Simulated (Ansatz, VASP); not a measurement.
# One calculation of BN, two programs

File INCAR:

```
  ALGO = Normal
  EDIFF = 1E-7
  ENCUT = 520
  GGA = PE
  ISIF = 2
  ISMEAR = -1
  LASPH = T
  LCHARG = F
  LREAL = F
  LWAVE = F
  NBANDS = 16
  NELM = 100
  PREC = Accurate
  SIGMA = 0.02
```

KPOINTS

```
k-points
0
Gamma
  12 12 4
```

The input POSCAR:

```
BN
1.0
    2.5008381222     -0.0060020115      0.0000000000
   -1.2556169555      2.1687903504      0.0000000000
    0.0000000000      0.0000000000      6.8931397728
B N
2 2
Direct
    0.3325017823      0.6666577219      0.2500000000
    0.6674982177      0.3333422781      0.7500000000
    0.6652800069      0.3333195100      0.2500000000
    0.3347199931      0.6666804900      0.7500000000
```

Input for Ansatz:

```yaml
crystal:
  lattice:
    - [2.5008381222, -0.0060020115, 0.0]
    - [-1.2556169555, 2.1687903504, 0.0]
    - [0.0, 0.0, 6.8931397728]
  atoms:
    - { symbol: B, position: [0.3325017823, 0.6666577219, 0.25] }
    - { symbol: B, position: [0.6674982177, 0.3333422781, 0.75] }
    - { symbol: "N", position: [0.6652800069, 0.33331951, 0.25] }
    - { symbol: "N", position: [0.3347199931, 0.66668049, 0.75] }
kpoints:
  mp_grid: { grid: [12, 12, 4] }
  band_path:
    path:
      - [0.0, 0.0, 0.0]
      - [0.5, 0.0, 0.0]
      - [0.3333333333, 0.3333333333, 0.0]
      - [0.0, 0.0, 0.5]
      - [0.5, 0.0, 0.5]
      - [0.3333333333, 0.3333333333, 0.5]
      - [0.3125, 0.307292, 0.0]
      - [0.5, 0.5, 0.0]
    npoints: 1
hamiltonian:
  xc: pbe
scf:
  occupations: { method: fermi_dirac, width: 0.02 }
  n_extra_bands: 5
output:
  forces: true
  stress: true
  eigenvalues: true
```

Change from the starting cell: shear_xy strain -0.5%.

Alike in both runs: task single point; functional PBE; k mesh 12 × 12 × 4; occupations fermi-dirac, width 0.02 eV; no spin polarisation.

|  | VASP | Ansatz |
| --- | --- | --- |
| version | VASP 6.6.1 | Ansatz 0.2.0 |
| potentials or method | VASP PAW PBE potentials, release 64 (B, N) | plane waves, PAW |
| plane-wave cutoff (eV) | 520 | 420 |
| valence electrons in the cell | 16 | 16 |

VASP gave:

```
gap on the k mesh at the Fermi level (eV)                     : 4.32
pressure (GPa)                                                : 3.9
traceless stress, the component that is largest in VASP (GPa) : -2.12
```

Task: Which values does Ansatz return?

Result: gap on the k mesh at the Fermi level (eV): 4.33; pressure (GPa): 3.8; traceless stress, the component that is largest in VASP (GPa): -1.91.

With one functional, cell and mesh, what is left measures potentials, basis and numerics.
